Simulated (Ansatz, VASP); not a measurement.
One calculation of ZnS, two programs

File INCAR:

```
SYSTEM = ZnS
PREC = Accurate
ENCUT = 520
EDIFF = 1E-6
ISMEAR = 0
SIGMA = 0.05
LREAL = .FALSE.
LASPH = .TRUE.
NELM = 100
ALGO = Normal
ISIF = 2
LWAVE = .FALSE.
LCHARG = .TRUE.
GGA = PE
LELF = .TRUE.
LVHAR = .TRUE.
NBANDS = 26
```

Contents of KPOINTS:

```
Automatic mesh
0
G
  9 9 4
  0 0 0
```

POSCAR

```
ZnS
1.0
    3.7637158910      0.0000000000      0.0000000000
   -1.8818579455      3.2594735743      0.0000000000
    0.0000000000      0.0000000000      6.5808572354
Zn S
2 2
Direct
    0.3333333333      0.6666666667      0.0052003725
    0.6666666667      0.3333333333      0.5052003725
    0.3333333333      0.6666666667      0.3930140371
    0.6666666667      0.3333333333      0.8930140371
```

Input for Ansatz:

```yaml
crystal:
  lattice:
    - [3.763715891, 0.0, 0.0]
    - [-1.8818579455, 3.2594735743, 0.0]
    - [0.0, 0.0, 6.5808572354]
  atoms:
    - { symbol: Zn, position: [0.3333333333, 0.6666666667, 0.0052003725] }
    - { symbol: Zn, position: [0.6666666667, 0.3333333333, 0.5052003725] }
    - { symbol: S, position: [0.3333333333, 0.6666666667, 0.3930140371] }
    - { symbol: S, position: [0.6666666667, 0.3333333333, 0.8930140371] }
basis:
  ecutwfc: 520.0
kpoints:
  mp_grid: { grid: [9, 9, 4] }
hamiltonian:
  xc: pbe
scf:
  occupations: { method: gaussian, width: 0.05 }
output:
  forces: true
  stress: true
  eigenvalues: true
```

Alike in both runs: task single point; functional PBE; k mesh 9 × 9 × 4; occupations gaussian, width 0.05 eV; no spin polarisation.

|  | VASP | Ansatz |
| --- | --- | --- |
| version | VASP 6.6.1 | Ansatz 0.2.0 |
| potentials or method | VASP PAW PBE potentials, release 64 (Zn, S), cutoff 520 eV | scalar-relativistic, plane waves, PAW |
| valence electrons in the cell | 36 | 36 |

```csv
,VASP,Ansatz,Ansatz less VASP
gap on the k mesh at the Fermi level (eV),2.02,2.01,-0.002
least direct gap on the mesh (eV),2.02,2.01,-0.002
pressure (GPa),1.6,1.4,-0.17
"traceless stress, the component that is largest in VASP (GPa)",-5.99,-5.92,+0.066
rms of the force components (eV/Å),0.304,0.299,-0.0054
```

Atom by atom the forces differ by 0.005 eV/Å (rms over components). The functional is the same, so the differences come from potentials, cutoffs and numerics.
